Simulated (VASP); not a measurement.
# C (Fmmm) in VASP: further runs

Runs on C. Level: r2SCAN. Tasks: single point.

Program: VASP 6.6.1. These are calculated values, not measurements. Logs are shortened: lines on timing, memory, paths and dates and some standing lists are left out, and cuts for length are marked.

## 1. The cell of the first run

It takes space group Fmmm (No. 69, orthorhombic). The conventional cell has a = 2.456 Å, b = 4.254 Å, c = 6.796 Å, α = 90.00°, β = 90.00°, γ = 90.00°. C (site symmetry m2m) has 3 C at 1.42 Å within 1.9 Å.

## 2. Single point, r2SCAN (strain +0.000 along x and y, +0.015 along z)

Contents of POSCAR:

```
C
1.0
    0.0000000000      2.1270000000      3.3982200000
    1.2280000000      0.0000000000      3.3982200000
    1.2280000000      2.1270000000      0.0000000000
C
2
Direct
    0.1666700000      0.8333300000      0.1666700000
    0.8333300000      0.1666700000      0.8333300000
```

Contents of INCAR.step1:

```
PREC = Accurate
ENCUT = 520
ISMEAR = 0
SIGMA = 0.05
LREAL = False
LASPH = True
NELM = 80
NBANDS = 11
GGA = PE
ALGO = Normal
EDIFF = 1E-4
LWAVE = True
LCHARG = False
```

Contents of INCAR.step2:

```
PREC = Accurate
ENCUT = 520
EDIFF = 1E-6
ISMEAR = 0
SIGMA = 0.05
LREAL = False
LASPH = True
NELM = 80
ALGO = Normal
ISIF = 2
LWAVE = False
LCHARG = False
METAGGA = R2SCAN
LMIXTAU = True
NBANDS = 11
ISTART = 1
```

Contents of KPOINTS:

```
Automatic mesh
0
Gamma
  14 14 14
```

Potentials or basis: VASP PAW PBE potentials, release 64 (C).

Started as:

```
> cat potpaw_PBE.64/C/POTCAR > POTCAR
> cp INCAR.step1 INCAR
> mpirun -np 1 vasp_std > vasp.out
> cp INCAR.step2 INCAR
> mpirun -np 1 vasp_std > vasp.out
```

OUTCAR:

```text
PREC = Accurate
   ENCUT = 520
   EDIFF = 1E-6
   ISMEAR = 0
   LREAL = False
   LASPH = True
   NELM = 80
   ISIF = 2
   METAGGA = R2SCAN
   ISTART = 1

 ion  position               nearest neighbor table
   1  0.167  0.833  0.167-   2 1.42   2 1.42   2 1.42
   2  0.833  0.167  0.833-   1 1.42   1 1.42   1 1.42

  LATTYP: Found a face centered orthorhombic cell.
 ALAT       =     2.4560000000
 B/A-ratio  =     1.7320846906
 C/A-ratio  =     2.7672801303

  Lattice vectors:

 A1 = (   0.0000000000,   2.1270000000,   3.3982200000)
 A2 = (   1.2280000000,   0.0000000000,   3.3982200000)
 A3 = (   1.2280000000,   2.1270000000,   0.0000000000)

Analysis of symmetry for initial positions (statically):
=====================================================================
 Subroutine PRICEL returns:
 Original cell was already a primitive cell.

 Routine SETGRP: Setting up the symmetry group for a
 face centered orthorhombic supercell.

 Subroutine GETGRP returns: Found  8 space group operations
 (whereof  8 operations were pure point group operations)
 out of a pool of  8 trial point group operations.

The static configuration has the point symmetry D_2h.

Analysis of symmetry for dynamics (positions and initial velocities):
=====================================================================
 Subroutine PRICEL returns:
 Original cell was already a primitive cell.

 Routine SETGRP: Setting up the symmetry group for a
 face centered orthorhombic supercell.

 Subroutine GETGRP returns: Found  8 space group operations
 (whereof  8 operations were pure point group operations)
 out of a pool of  8 trial point group operations.

The dynamic configuration has the point symmetry D_2h.

 Subroutine INISYM returns: Found  8 space group operations
 (whereof  8 operations are pure point group operations),
 and found     1 'primitive' translations

----------------------------------------------------------------------------------------

                                     Primitive cell

  volume of cell :      17.7520

  direct lattice vectors                    reciprocal lattice vectors
     0.000000000  2.127000000  3.398220000    -0.407166124  0.235072873  0.147135853
     1.228000000  0.000000000  3.398220000     0.407166124 -0.235072873  0.147135853
     1.228000000  2.127000000  0.000000000     0.407166124  0.235072873 -0.147135853

  length of vectors
     4.008993411  3.613292566  2.456036034     0.492638272  0.492638272  0.492638272

  position of ions in fractional coordinates (direct lattice)
     0.166670000  0.833330000  0.166670000
     0.833330000  0.166670000  0.833330000

  ion indices of the primitive-cell ions
   primitive index   ion index
                 1           1
                 2           2

----------------------------------------------------------------------------------------

 KPOINTS: Automatic mesh

Automatic generation of k-mesh.
 Grid dimensions read from file:
 generate k-points for:   14   14   14

 Generating k-lattice:

  Cartesian coordinates                     Fractional coordinates (reciprocal lattice)
    -0.029083295  0.016790919  0.010509704     0.071428571  0.000000000  0.000000000
     0.029083295 -0.016790919  0.010509704     0.000000000  0.071428571  0.000000000
     0.029083295  0.016790919 -0.010509704    -0.000000000 -0.000000000  0.071428571

  Length of vectors
     0.035188448  0.035188448  0.035188448

  Shift w.r.t. Gamma in fractional coordinates (k-lattice)
     0.000000000  0.000000000  0.000000000

 Subroutine IBZKPT returns following result:
 ===========================================

 Found    428 irreducible k-points:

 Following reciprocal coordinates:
            Coordinates               Weight
  0.000000  0.000000  0.000000      1.000000
  0.071429 -0.000000 -0.000000      8.000000
  0.142857 -0.000000 -0.000000      8.000000
  0.214286 -0.000000  0.000000      8.000000
  0.285714  0.000000  0.000000      8.000000
  0.357143  0.000000  0.000000      8.000000
[... 16 lines left out ...]
  0.214286  0.142857  0.000000      8.000000
  0.285714  0.142857  0.000000      8.000000
 [... further k-points ...]
   k-points           NKPTS =    428   k-points in BZ     NKDIM =    428   number of bands    NBANDS=     11
   number of dos      NEDOS =    301   number of ions     NIONS =      2
   total plane-waves  NPLWV =  15120
   dimension x,y,z NGX =    30 NGY =   28 NGZ =   18
   dimension x,y,z NGXF=    60 NGYF=   56 NGZF=   36
   ions per type =               2
   NGX,Y,Z   is equivalent  to a cutoff of  12.44, 12.88, 12.18 a.u.
   NGXF,Y,Z  is equivalent  to a cutoff of  24.88, 25.77, 24.37 a.u.
 SYSTEM =  unknown system
   PREC   = accura    normal or accurate (medium, high low for compatibility)
   ISTART =      1    job   : 0-new  1-cont  2-samecut
   ICHARG =      0    charge: 1-file 2-atom 10-const
   ISPIN  =      1    spin polarized calculation?
   LNONCOLLINEAR =      F non collinear calculations
   LSORBIT =      F    spin-orbit coupling
   LASPH  =      T    aspherical Exc in radial PAW
   ENCUT  =  520.0 eV  38.22 Ry    6.18 a.u.   7.45  6.72  4.57*2*pi/ulx,y,z
   NELM   =     80;   NELMIN=  2; NELMDL=  0     # of ELM steps
   EDIFF  = 0.1E-05   stopping-criterion for ELM
   LREAL  =      F    real-space projection
   EDIFFG = 0.1E-04   stopping-criterion for IOM
   NSW    =      0    number of steps for IOM
   IBRION =     -1    ionic relax: 0-MD 1-quasi-New 2-CG
   NFREE  =      0    steps in history (QN), initial steepest desc. (CG)
   ISIF   =      2    stress and relaxation
   ISYM   =      2    0-nonsym 1-usesym 2-fastsym
   POTIM  = 0.5000    time-step for ionic-motion
   TEBEG  =    0.0;   TEEND  =   0.0 temperature during run
   PSTRESS=    0.0 pullay stress
   NELECT =       8.0000    total number of electrons
   NUPDOWN=      -1.0000    fix difference up-down
   EMIN   =  10.00;   EMAX   =-10.00  energy-range for DOS
   EFERMI =   0.00;   METHOD = LEGACY
   ISMEAR =     0;   SIGMA  =   0.05  broadening in eV -4-tet -1-fermi 0-gaus
   EFERMI_NEDOS =   21; number of points for ismear=-14 and -15
   IALGO  =     38    algorithm
   IMIX   =      4    mixing-type and parameters
     AMIX     =   0.40;   BMIX     =  1.00
     AMIX_MAG =   1.60;   BMIX_MAG =  1.00
  volume/ion in A,a.u.               =       8.88        59.90
  Fermi-wavevector in a.u.,A,eV,Ry     =   1.255131  2.371854 21.433989  1.575354
  Thomas-Fermi vector in A             =   2.388902
   LORBIT       =      0    0 simple, 1 ext, 2 COOP (PROOUT), +10 PAW based schemes
   METAGGA = R2SCAN    functional components
   LHFCALC =     F    Hartree Fock is set to
   AEXX    =    0.0000 exact exchange contribution
   IVDW    =     0    specifies the selected vdW correction
   LEPSILON=     F    determine dielectric tensor
   LRPA    =     F    only Hartree local field effects (RPA)
 non-spin polarized calculation
 Gauss-broadening in eV      SIGMA  =   0.05
  energy-cutoff  :      520.00
  volume of cell :       17.75
 maximum number of plane-waves:       499
 NGX is ok and might be reduce to    30
   NGX = 15   NGY = 13   NGZ =  9

 number of electron       8.0000000 magnetization

 Free energy of the ion-electron system (eV)
  ---------------------------------------------------
  ext. energy  EPLUGINS =         0.00000000
  ---------------------------------------------------
  free energy    TOTEN  =       -19.87162869 eV

  energy without entropy =      -19.87162869  energy(sigma->0) =      -19.87162869

 E-fermi :   4.8307     XC(G=0): -11.0511

 val. band max:        4.6336393411   @ k =   0.5000  -0.1429   0.3571
 cond. band min:       5.0826464701   @ k =  -0.0714   0.2857   0.2857
 fundamental gap:      0.4490071290
 Fermi energy:         4.8307109257

 k-point     1 :       0.0000    0.0000    0.0000
  band No.  band energies     occupation
      1     -16.3843      2.00000
      2      -2.5221      2.00000
      3       1.3764      2.00000
      4       1.3998      2.00000
      5       8.9027      0.00000
      6      13.3051      0.00000
      7      13.3719      0.00000
      8      17.0324      0.00000
      9      17.9132      0.00000
     10      28.5871      0.00000
     11      31.0897      0.00000

 k-point     2 :       0.0714   -0.0000   -0.0000
  band No.  band energies     occupation
      1     -16.2519      2.00000
      2      -2.4033      2.00000
      3       0.8724      2.00000
      4       1.1100      2.00000
      5       9.1192      0.00000
      6      13.4233      0.00000
      7      13.8781      0.00000
      8      16.5319      0.00000
      9      18.1661      0.00000
     10      29.0024      0.00000
     11      29.9206      0.00000

 k-point     3 :       0.1429   -0.0000   -0.0000
  band No.  band energies     occupation
      1     -15.8562      2.00000
      2      -2.0462      2.00000
      3      -0.4881      2.00000
      4       0.4353      2.00000
      5       9.7632      0.00000
      6      13.4453      0.00000
      7      15.1683      0.00000
      8      15.3878      0.00000
      9      18.9847      0.00000
     10      27.5192      0.00000
     11      30.0970      0.00000
[... 267 lines left out ...]
 k-point    23 :       0.2143    0.1429    0.0000
  band No.  band energies     occupation
      1     -16.1825      2.00000
      2      -2.9859      2.00000
      3       0.8642      2.00000
      4       1.1097      2.00000
      5      10.5121      0.00000
      6      13.4109      0.00000
      7      13.8758      0.00000
      8      16.5879      0.00000
      9      18.1234      0.00000
     10      28.7350      0.00000
     11      29.0792      0.00000

 k-point    24 :       0.2857    0.1429    0.0000
  band No.  band energies     occupation
      1     -15.7704      2.00000
      2      -2.7416      2.00000
      3      -0.5062      2.00000
      4       0.4353      2.00000
      5      11.5040      0.00000
      6      13.4433      0.00000
      7      15.2650      0.00000
      8      15.4189      0.00000
      9      18.8950      0.00000
     10      27.3668      0.00000
     11      29.7558      0.00000

 [... further k-points ...]

------------------------ aborting loop because EDIFF is reached ----------------------------------------

  FORCE on cell =-STRESS in cart. coord.  units (eV):
  Direction    XX          YY          ZZ          XY          YZ          ZX
  --------------------------------------------------------------------------------------
  -------------------------------------------------------------------------------------
  Total        0.0859175      0.0857013      0.1442883      0.0000000      0.0000000      0.0000000
  in kB        7.7543409      7.7348249     13.0224974      0.0000000      0.0000000      0.0000000
  external PRESSURE =       9.5038877 kB  Pullay stress =       0.0000000 kB

 VOLUME and BASIS-vectors are now :
 -----------------------------------------------------------------------------
  energy-cutoff  :      520.00
  volume of cell :       17.75
      direct lattice vectors                 reciprocal lattice vectors
     0.000000000  2.127000000  3.398220000    -0.407166124  0.235072873  0.147135853
     1.228000000  0.000000000  3.398220000     0.407166124 -0.235072873  0.147135853
     1.228000000  2.127000000  0.000000000     0.407166124  0.235072873 -0.147135853

 POSITION                                       TOTAL-FORCE (eV/Angst)
 -----------------------------------------------------------------------------------
      1.22800      0.70901      3.39822         0.000000      0.025134      0.000000
      1.22800      3.54499      3.39822         0.000000     -0.025134      0.000000
 -----------------------------------------------------------------------------------
    total drift:                               -0.000000     -0.000000     -0.000000

  FREE ENERGIE OF THE ION-ELECTRON SYSTEM (eV)
  ---------------------------------------------------
  free  energy   TOTEN  =       -19.8716286882 eV

  energy  without entropy=      -19.8716286882  energy(sigma->0) =      -19.87162869
```

Wall time 8.5 min (1 thread of Intel Xeon 8259CL, shared host); peak memory 0.19 GiB.

Results:

- Free energy: -19.8716 eV
- Pressure: 1.0 GPa
- Largest force: 0.025 eV/Å

Forces on the atoms (eV/Å):
```
C    0.000  0.025  0.000
C    0.000 -0.025  0.000
```

Caveat: the cell differs from its parent crystal (strain +0.000 along x and y, +0.015 along z); the PAW data sets were made with another functional, which shifts forces and pressure a little.

(Continued in part 2 of 2.)
